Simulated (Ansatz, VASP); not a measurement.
Gd in VASP and in Ansatz

Contents of INCAR:

```
PREC     = Accurate       # precision mode
ENCUT    = 520            # plane-wave cutoff, eV
EDIFF    = 1E-6           # SCF threshold, eV
ISMEAR   = -1             # smearing method
SIGMA    = 0.05           # smearing width, eV
LREAL    = False          # projectors in reciprocal space
LASPH    = True           # aspherical terms in the spheres
NELM     = 150            # most SCF steps
ALGO     = Normal         # electronic algorithm
ISIF     = 2              # what is computed and relaxed
LWAVE    = False          # write WAVECAR
LCHARG   = False          # write CHGCAR
ISPIN    = 2              # spin polarisation
MAGMOM   = 7.214 7.214    # initial moments
LORBIT   = 11             # projections on sites
LMAXMIX  = 6              # l up to which the mixer works
GGA      = CA             # functional
NBANDS   = 29             # bands
```

The input KPOINTS:

```
Automatic mesh
0
Gamma
  6 6 4
```

POSCAR

```
Gd
1.0
    3.4841536640      0.0000000000      0.0000000000
   -1.7420768320      3.0173655837      0.0000000000
    0.0000000000      0.0000000000      5.5867162136
Gd
2
Direct
    0.3333333333      0.6666666667      0.2500000000
    0.6666666667      0.3333333333      0.7500000000
```

Input for Ansatz:

```yaml
crystal:
  lattice:
    - [3.484153664, 0.0, 0.0]
    - [-1.742076832, 3.0173655837, 0.0]
    - [0.0, 0.0, 5.5867162136]
  atoms:
    - { symbol: Gd, position: [0.3333333333, 0.6666666667, 0.25], spin: 7.214 }
    - { symbol: Gd, position: [0.6666666667, 0.3333333333, 0.75], spin: 7.214 }
hamiltonian:
  xc: lda
  pseudopotentials:
    kind: paw
    azcp:
      Gd: "pseudopotentials/Gd.paw.azcp"
basis:
  ecutwfc: 420
  fft_grid_basis: typed
kpoints:
  mp_grid: { grid: [6, 6, 4], shift: [0, 0, 0] }
magnetization:
  spin_polarized: true
scf:
  occupations: { method: fermi_dirac, width: 0.05 }
  lower_state_search: "off"
output:
  stress: true
```

Alike in both runs: task single point; functional LDA; k mesh 6 × 6 × 4; occupations fermi-dirac, width 0.05 eV; collinear spin.

|  | VASP | Ansatz |
| --- | --- | --- |
| version | VASP 6.6.1 | Ansatz 0.2.0 |
| potentials or method | VASP PAW PBE potentials, release 64 (Gd), cutoff 520 eV | plane waves (420 eV) with PAW, scalar-relativistic |
| valence electrons in the cell | 36 | 36 |

```tsv
	VASP	Ansatz	Ansatz less VASP
pressure (GPa)	0.2	0.1	-0.11
traceless stress, the component that is largest in VASP (GPa)	-0.29	-0.26	+0.033
net moment per atom (μB)	7.33	7.46	+0.125
size of the moment on the site where the two differ most (μB)	6.90	7.24	+0.341
```

The net moments are unlike, so the other rows may belong to different states. VASP's potentials were made for PBE, not for LDA, and Ansatz warns of the same on its side. LDA's correlation is that of Perdew and Zunger in VASP and of Perdew and Wang (1992) in Ansatz. Site moments also hang on the region over which each program counts them.

Spin-orbit coupling is off throughout.
